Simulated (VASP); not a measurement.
# Au (Pm-3m) in VASP: a series of runs

Aim: see how the results for Au move with the level of theory and the settings. Levels: PBE+D4, PBE+D3(BJ). Tasks: single point, relaxation of cell and atoms.

Everything below comes from runs of VASP 6.6.1. Logs are shortened: lines on timing, memory, paths and dates and some standing lists are left out, and cuts for length are marked.

## Step 1: The cell of the first run

It takes space group Pm-3m (No. 221, cubic). The conventional cell has a = 2.716 Å, b = 2.716 Å, c = 2.716 Å, α = 90.00°, β = 90.00°, γ = 90.00°. Au (site symmetry m-3m) has 6 Au at 2.72 Å within 3.6 Å.

## Step 2: Single point, PBE+D4

INCAR

```
SYSTEM = Au
PREC     = Accurate       ! precision mode
ENCUT    = 520            ! plane-wave cutoff, eV
EDIFF    = 1E-6           ! SCF threshold, eV
ISMEAR   = -1             ! smearing method
SIGMA    = 0.05           ! smearing width, eV
LREAL    = .FALSE.        ! projectors in reciprocal space
LASPH    = .TRUE.         ! aspherical terms in the spheres
NELM     = 60             ! most SCF steps
ALGO     = Normal         ! electronic algorithm
ISIF     = 2              ! what is computed and relaxed
LWAVE    = .FALSE.        ! write WAVECAR
LCHARG   = .FALSE.        ! write CHGCAR
GGA      = PE             ! functional
IVDW     = 13             ! dispersion correction
NBANDS   = 12             ! bands
```

KPOINTS

```
regular mesh
0
G
  10 10 10
  0 0 0
```

POSCAR

```
Au
1.0
    2.7157063629      0.0000000000      0.0000000000
    0.0000000000      2.7157063629      0.0000000000
    0.0000000000      0.0000000000      2.7157063629
Au
1
Direct
    0.5000000000      0.5000000000      0.5000000000
```

Potentials or basis: VASP PAW PBE potentials, release 64 (Au).

Command:

```
> cat potpaw_PBE.64/Au/POTCAR > POTCAR
> mpirun -np 1 vasp_std > vasp.out
```

OUTCAR:

```text
SYSTEM = Au
   PREC = Accurate
   ENCUT = 520
   EDIFF = 1E-6
   ISMEAR = -1
   LREAL = .FALSE.
   LASPH = .TRUE.
   NELM = 60
   ISIF = 2
   GGA = PE
   IVDW = 13

 ion  position               nearest neighbor table
   1  0.500  0.500  0.500-

  LATTYP: Found a simple cubic cell.
 ALAT       =     2.7157063629

  Lattice vectors:

 A1 = (   2.7157063629,   0.0000000000,   0.0000000000)
 A2 = (   0.0000000000,   2.7157063629,   0.0000000000)
 A3 = (   0.0000000000,   0.0000000000,   2.7157063629)

Analysis of symmetry for initial positions (statically):
=====================================================================
 Subroutine PRICEL returns:
 Original cell was already a primitive cell.

 Routine SETGRP: Setting up the symmetry group for a
 simple cubic supercell.

 Subroutine GETGRP returns: Found 48 space group operations
[... 9 lines left out ...]

 Routine SETGRP: Setting up the symmetry group for a
 simple cubic supercell.

 Subroutine GETGRP returns: Found 48 space group operations
[... 11 lines left out ...]
                                     Primitive cell

  volume of cell :      20.0285

  direct lattice vectors                    reciprocal lattice vectors
     2.715706363  0.000000000  0.000000000     0.368228323  0.000000000  0.000000000
     0.000000000  2.715706363  0.000000000     0.000000000  0.368228323  0.000000000
     0.000000000  0.000000000  2.715706363     0.000000000  0.000000000  0.368228323

  length of vectors
     2.715706363  2.715706363  2.715706363     0.368228323  0.368228323  0.368228323

  position of ions in fractional coordinates (direct lattice)
     0.500000000  0.500000000  0.500000000

  ion indices of the primitive-cell ions
   primitive index   ion index
                 1           1

----------------------------------------------------------------------------------------

 KPOINTS: regular mesh

Automatic generation of k-mesh.
 Grid dimensions read from file:
 generate k-points for:   10   10   10

 Generating k-lattice:

  Cartesian coordinates                     Fractional coordinates (reciprocal lattice)
     0.036822832  0.000000000  0.000000000     0.100000000  0.000000000  0.000000000
     0.000000000  0.036822832  0.000000000     0.000000000  0.100000000  0.000000000
     0.000000000  0.000000000  0.036822832     0.000000000  0.000000000  0.100000000

  Length of vectors
     0.036822832  0.036822832  0.036822832

  Shift w.r.t. Gamma in fractional coordinates (k-lattice)
     0.000000000  0.000000000  0.000000000

 Subroutine IBZKPT returns following result:
 ===========================================

 Found     56 irreducible k-points:

 Following reciprocal coordinates:
            Coordinates               Weight
  0.000000  0.000000  0.000000      1.000000
  0.100000  0.000000  0.000000      6.000000
  0.200000  0.000000  0.000000      6.000000
  0.300000  0.000000  0.000000      6.000000
  0.400000  0.000000  0.000000      6.000000
  0.500000  0.000000  0.000000      3.000000
[... 16 lines left out ...]
  0.200000  0.100000  0.100000     24.000000
  0.300000  0.100000  0.100000     24.000000
 [... further k-points ...]
   k-points           NKPTS =     56   k-points in BZ     NKDIM =     56   number of bands    NBANDS=     12
   number of dos      NEDOS =    301   number of ions     NIONS =      1
   total plane-waves  NPLWV =   8000
   dimension x,y,z NGX =    20 NGY =   20 NGZ =   20
   dimension x,y,z NGXF=    40 NGYF=   40 NGZF=   40
   ions per type =               1
   NGX,Y,Z   is equivalent  to a cutoff of  12.24, 12.24, 12.24 a.u.
   NGXF,Y,Z  is equivalent  to a cutoff of  24.49, 24.49, 24.49 a.u.
 SYSTEM =  Au
   PREC   = accura    normal or accurate (medium, high low for compatibility)
   ISTART =      0    job   : 0-new  1-cont  2-samecut
   ICHARG =      2    charge: 1-file 2-atom 10-const
   ISPIN  =      1    spin polarized calculation?
   LNONCOLLINEAR =      F non collinear calculations
   LSORBIT =      F    spin-orbit coupling
   LASPH  =      T    aspherical Exc in radial PAW
   ENCUT  =  520.0 eV  38.22 Ry    6.18 a.u.   5.05  5.05  5.05*2*pi/ulx,y,z
   NELM   =     60;   NELMIN=  2; NELMDL= -5     # of ELM steps
   EDIFF  = 0.1E-05   stopping-criterion for ELM
   LREAL  =      F    real-space projection
   EDIFFG = 0.1E-04   stopping-criterion for IOM
   NSW    =      0    number of steps for IOM
   IBRION =     -1    ionic relax: 0-MD 1-quasi-New 2-CG
   NFREE  =      0    steps in history (QN), initial steepest desc. (CG)
   ISIF   =      2    stress and relaxation
   ISYM   =      2    0-nonsym 1-usesym 2-fastsym
   POTIM  = 0.5000    time-step for ionic-motion
   TEBEG  =    0.0;   TEEND  =   0.0 temperature during run
   PSTRESS=    0.0 pullay stress
   NELECT =      11.0000    total number of electrons
   NUPDOWN=      -1.0000    fix difference up-down
   EMIN   =  10.00;   EMAX   =-10.00  energy-range for DOS
   EFERMI =   0.00;   METHOD = LEGACY
   ISMEAR =    -1;   SIGMA  =   0.05  broadening in eV -4-tet -1-fermi 0-gaus
   EFERMI_NEDOS =   21; number of points for ismear=-14 and -15
   IALGO  =     38    algorithm
   IMIX   =      4    mixing-type and parameters
     AMIX     =   0.40;   BMIX     =  1.00
     AMIX_MAG =   1.60;   BMIX_MAG =  1.00
  volume/ion in A,a.u.               =      20.03       135.16
  Fermi-wavevector in a.u.,A,eV,Ry     =   1.340673  2.533505 24.455173  1.797405
  Thomas-Fermi vector in A             =   2.468967
   LORBIT       =      0    0 simple, 1 ext, 2 COOP (PROOUT), +10 PAW based schemes
   GGA     = PE    functional components
   LHFCALC =     F    Hartree Fock is set to
   AEXX    =    0.0000 exact exchange contribution
   IVDW    =    13    specifies the selected vdW correction
   LEPSILON=     F    determine dielectric tensor
   LRPA    =     F    only Hartree local field effects (RPA)
 non-spin polarized calculation
  energy-cutoff  :      520.00
  volume of cell :       20.03
 maximum number of plane-waves:       554
   NGX = 11   NGY = 11   NGZ = 11

 number of electron      10.9999997 magnetization

 Free energy of the ion-electron system (eV)
  ---------------------------------------------------
  ext. energy  EPLUGINS =         0.00000000
  ---------------------------------------------------
  free energy    TOTEN  =        -3.00323075 eV

  energy without entropy =       -2.99950725  energy(sigma->0) =       -3.00136900

 E-fermi :   6.7441     XC(G=0): -11.6283

 val. band max:        6.6382952053   @ k =   0.4000   0.3000   0.0000
 cond. band min:       6.7941565327   @ k =   0.5000   0.1000   0.0000
 fundamental gap:      0.1558613274
 Fermi energy:         6.7441409163

 k-point     1 :       0.0000    0.0000    0.0000
  band No.  band energies     occupation
      1      -1.2945      2.00000
      2       0.9065      2.00000
      3       0.9065      2.00000
      4       5.3207      2.00000
      5       5.3207      2.00000
      6       5.3207      2.00000
      7      20.7923      0.00000
      8      20.7923      0.00000
      9      20.7923      0.00000
     10      25.7805      0.00000
     11      28.2551      0.00000
     12      28.2551      0.00000

 k-point     2 :       0.1000    0.0000    0.0000
  band No.  band energies     occupation
      1      -1.0495      2.00000
      2       0.9447      2.00000
      3       1.1082      2.00000
      4       5.1534      2.00000
      5       5.1534      2.00000
      6       5.3342      2.00000
      7      19.0146      0.00000
      8      21.2007      0.00000
      9      21.2007      0.00000
     10      26.5894      0.00000
     11      27.4137      0.00000
     12      29.5427      0.00000

 k-point     3 :       0.2000    0.0000    0.0000
  band No.  band energies     occupation
      1      -0.4408      2.00000
      2       1.0463      2.00000
      3       1.7813      2.00000
      4       4.7420      2.00000
      5       4.7420      2.00000
      6       5.3698      2.00000
      7      16.0688      0.00000
      8      22.3051      0.00000
      9      22.3051      0.00000
     10      25.8393      0.00000
     11      26.8300      0.00000
     12      33.0463      0.00000

 k-point     4 :       0.3000    0.0000    0.0000
  band No.  band energies     occupation
      1       0.2153      2.00000
      2       1.1756      2.00000
      3       3.0606      2.00000
      4       4.2774      2.00000
      5       4.2774      2.00000
      6       5.4141      2.00000
      7      13.1692      0.00000
      8      23.8151      0.00000
      9      23.8151      0.00000
     10      24.4129      0.00000
     11      26.4901      0.00000
     12      33.6351      0.00000

 k-point     5 :       0.4000    0.0000    0.0000
  band No.  band energies     occupation
      1       0.6774      2.00000
      2       1.2833      2.00000
      3       3.9304      2.00000
      4       3.9304      2.00000
      5       4.8450      2.00000
      6       5.4504      2.00000
      7      10.5429      0.00000
      8      23.4633      0.00000
      9      25.3191      0.00000
     10      25.3191      0.00000
     11      25.7738      0.00000
     12      32.5288      0.00000
[... 228 lines left out ...]
      1       0.9509      2.00000
      2       1.6917      2.00000
      3       4.0729      2.00000
      4       4.0729      2.00000
      5       6.5293      1.97315
      6      10.5901      0.00000
      7      10.5901      0.00000
      8      13.4742      0.00000
      9      18.4101      0.00000
     10      27.4338      0.00000
     11      27.4338      0.00000
     12      29.2256      0.00000

 k-point    22 :       0.1000    0.1000    0.1000
  band No.  band energies     occupation
      1      -0.5438      2.00000
      2       1.2566      2.00000
      3       1.2566      2.00000
      4       4.9608      2.00000
      5       5.0135      2.00000
      6       5.0135      2.00000
      7      19.2232      0.00000
      8      20.0250      0.00000
      9      20.0250      0.00000
     10      28.5183      0.00000
     11      28.5183      0.00000
     12      29.3361      0.00000

 k-point    23 :       0.2000    0.1000    0.1000
  band No.  band energies     occupation
      1       0.0791      2.00000
      2       1.3585      2.00000
      3       1.8941      2.00000
      4       4.5754      2.00000
      5       4.5871      2.00000
      6       5.0434      2.00000
      7      16.7222      0.00000
      8      20.3898      0.00000
      9      21.0072      0.00000
     10      27.1090      0.00000
     11      29.4673      0.00000
     12      31.3307      0.00000

 k-point    24 :       0.3000    0.1000    0.1000
  band No.  band energies     occupation
      1       0.7210      2.00000
      2       1.4910      2.00000
      3       2.9435      2.00000
      4       4.0793      2.00000
      5       4.3947      2.00000
      6       5.0980      2.00000
      7      13.7779      0.00000
      8      21.5171      0.00000
      9      22.2017      0.00000
     10      25.8924      0.00000
     11      28.6591      0.00000
     12      31.2397      0.00000

 [... further k-points ...]

------------------------ aborting loop because EDIFF is reached ----------------------------------------

  DFT-D4 for vdW energy calculation

  Edisp (eV):   -0.59200

  FORCE on cell =-STRESS in cart. coord.  units (eV):
  Direction    XX          YY          ZZ          XY          YZ          ZX
  --------------------------------------------------------------------------------------
  -------------------------------------------------------------------------------------
  Total      -0.02441    -0.02441    -0.02441    -0.00000    -0.00000     0.00000
  in kB      -1.95231    -1.95231    -1.95231    -0.00000    -0.00000     0.00000
  external pressure =       -1.95 kB  Pullay stress =        0.00 kB

 VOLUME and BASIS-vectors are now :
 -----------------------------------------------------------------------------
  energy-cutoff  :      520.00
  volume of cell :       20.03
      direct lattice vectors                 reciprocal lattice vectors
     2.715706363  0.000000000  0.000000000     0.368228323  0.000000000  0.000000000
     0.000000000  2.715706363  0.000000000     0.000000000  0.368228323  0.000000000
     0.000000000  0.000000000  2.715706363     0.000000000  0.000000000  0.368228323

 POSITION                                       TOTAL-FORCE (eV/Angst)
 -----------------------------------------------------------------------------------
      1.35785      1.35785      1.35785         0.000000      0.000000      0.000000
 -----------------------------------------------------------------------------------
    total drift:                               -0.000000      0.000000     -0.000000

  FREE ENERGIE OF THE ION-ELECTRON SYSTEM (eV)
  ---------------------------------------------------
  free  energy   TOTEN  =        -3.5952311565 eV

  energy  without entropy=       -3.5915076545  energy(sigma->0) =       -3.59336941
```

It took 6.1 s on 1 thread of Intel Xeon Platinum 8259CL at 2.50GHz (Skylake/Cascade Lake), shared host; peak memory 0.13 GiB.

What came out:

- Free energy: -3.5952 eV
- Pressure: -0.2 GPa
- Dispersion energy per atom: -0.592 eV

Caveat: spin-orbit coupling is left out, which moves the levels of the heavy elements; pairwise dispersion overbinds metals, which lowers pressure and volume.

## Step 3: Single point, PBE+D3(BJ)

This run uses another cell than the first one, of 20.76 Å³/atom, 1.037 times its volume.

INCAR

```
SYSTEM = Au
PREC = Accurate ; ENCUT = 520
EDIFF = 1E-6 ; ISMEAR = -1
SIGMA = 0.05 ; LREAL = .FALSE.
LASPH = .TRUE. ; NELM = 80
ALGO = Normal ; ISIF = 2
LWAVE = .FALSE. ; LCHARG = .FALSE.
GGA = PE ; IVDW = 12
NBANDS = 12
```

KPOINTS is that of step 2.

POSCAR

```
Au
1.0
    2.7484100000      0.0000000000      0.0000000000
    0.0000000000      2.7484100000      0.0000000000
    0.0000000000      0.0000000000      2.7484100000
Au
1
Direct
    0.5000000000      0.5000000000      0.5000000000
```

Potentials or basis: VASP PAW PBE potentials, release 64 (Au).

Command:

```
> cat potpaw_PBE.64/Au/POTCAR > POTCAR
> mpirun -np 1 vasp_std > vasp.out
```

It took 7.2 s on 1 thread of Intel Xeon Platinum 8259CL at 2.50GHz (Skylake/Cascade Lake), shared host; peak memory 0.14 GiB.

The run converged. Its results:

* Free energy: -3.5635 eV
* Pressure: -4.2 GPa
* Dispersion energy per atom: -0.550 eV

Levels at points of the mesh, in eV from the Fermi level:
| k point | band 1 | band 2 | band 3 | band 4 | band 5 | band 6 | band 7 | band 8 | band 9 | band 10 |
| --- | --- | --- | --- | --- | --- | --- | --- | --- | --- | --- |
| (0.00, 0.00, 0.00) | -7.75 | -5.60 | -5.60 | -1.44 | -1.44 | -1.44 | 13.83 | 13.83 | 13.83 | 18.64 |
| (0.50, 0.00, 0.00) | -5.68 | -5.21 | -2.86 | -2.86 | -1.31 | -0.42 | 2.04 | 16.32 | 18.42 | 18.94 |
| (0.50, 0.50, 0.00) | -5.54 | -4.87 | -2.61 | -2.61 | -0.30 | 3.84 | 3.84 | 6.37 | 11.45 | 20.48 |
| (0.50, 0.50, 0.50) | -4.87 | -4.87 | -4.87 | -0.21 | -0.21 | 8.40 | 8.40 | 8.40 | 10.17 | 12.11 |

Caveat: three body term missing; spin-orbit coupling is left out, which moves the levels of the heavy elements; pairwise dispersion overbinds metals, which lowers pressure and volume.

## Step 4: Relaxation of cell and atoms, PBE+D3(BJ)

This run uses another cell than the first one, of 20.76 Å³/atom, 1.037 times its volume.

INCAR

```
SYSTEM = Au
PREC = Accurate
ENCUT = 600
EDIFF = 1E-6
ISMEAR = -1
SIGMA = 0.05
LREAL = .FALSE.
LASPH = .TRUE.
NELM = 80
ALGO = Normal
ISIF = 3
LWAVE = .FALSE.
LCHARG = .FALSE.
GGA = PE
IVDW = 12
IBRION = 2
NSW = 60
EDIFFG = -0.01
```

KPOINTS is that of step 3.

POSCAR is that of step 3.

Command:

```
> cat potpaw_PBE.64/Au/POTCAR > POTCAR
> mpirun -np 1 vasp_std > vasp.out
```

Wall time 18 s (1 thread of Intel Xeon Platinum 8259CL at 2.50GHz (Skylake/Cascade Lake), shared host); peak memory 0.16 GiB.

It converged, with:

| Item | Value |
| --- | --- |
| Free energy | -3.5740 eV |
| Relaxed volume | 19.98 Å³/atom |
| Relaxed cell | a = 2.714 Å, b = 2.714 Å, c = 2.714 Å, α = 90.00°, β = 90.00°, γ = 90.00° |
| Space group after relaxing (to 0.05 Å) | Pm-3m (No. 221) |
| Energy gained by relaxing | 10.4 meV/atom |
| Ionic steps | 3 |
| Pressure after relaxing | 0.0 GPa |
| Dispersion energy per atom | -0.572 eV |

Step by step:
```
step  energy change (eV)  largest force (eV/Å)  pressure (GPa)  volume (Å³)
   1              0.0000                0.0000           -4.12        20.76
   2              0.0013                0.0000            5.01        19.20
   3             -0.0104                0.0000           -0.01        19.98
```

Final structure:
```cif
data_structure
_symmetry_space_group_name_H-M 'P 1'
_symmetry_Int_Tables_number 1
_cell_length_a 2.7135
_cell_length_b 2.7135
_cell_length_c 2.7135
_cell_angle_alpha 90.000
_cell_angle_beta 90.000
_cell_angle_gamma 90.000
_cell_volume 19.98
loop_
_atom_site_label
_atom_site_type_symbol
_atom_site_fract_x
_atom_site_fract_y
_atom_site_fract_z
_atom_site_occupancy
Au1 Au 0.50000 0.50000 0.50000 1
```

Levels at points of the mesh, in eV from the Fermi level:
```tsv
k point	band 2	band 3	band 4	band 5	band 6	band 7	band 8	band 9
(0.00, 0.00, 0.00)	-5.85	-5.85	-1.42	-1.42	-1.42	14.06	14.06	14.06
(0.50, 0.00, 0.00)	-5.43	-2.95	-2.95	-1.28	-0.57	2.23	16.39	18.65
(0.50, 0.50, 0.00)	-5.07	-2.68	-2.68	-0.21	3.85	3.85	6.76	11.68
(0.50, 0.50, 0.50)	-5.10	-5.10	-0.11	-0.11	8.60	8.60	8.60	10.11
```

Caveat: spin-orbit coupling is left out, which moves the levels of the heavy elements; pairwise dispersion overbinds metals, which lowers pressure and volume.

## Step 5: Overview

| task | level | cell | cutoff (eV) | gap on the mesh (eV) | pressure (GPa) |
| --- | --- | --- | --- | --- | --- |
| single point | PBE+D4 | a = 2.716 Å, 1 atom | 520 | none | -0.2 |
| single point | PBE+D3(BJ) | a = 2.748 Å, 1 atom | 520 | none | -4.2 |
| relaxation of cell and atoms | PBE+D3(BJ) | relaxed from a = 2.748 Å, 1 atom | 600 | none | 0.0 |

Alike in all rows: potentials or basis VASP PAW PBE potentials, release 64 (Au); no spin polarisation; k mesh 10 × 10 × 10; smearing fermi-dirac 0.05 eV.

Caveats: spin-orbit coupling is left out, which moves the levels of the heavy elements; pairwise dispersion overbinds metals, which lowers pressure and volume; three body term missing (some runs).

Total energies depend on the potentials used, so only differences within one code and one set of settings carry meaning.
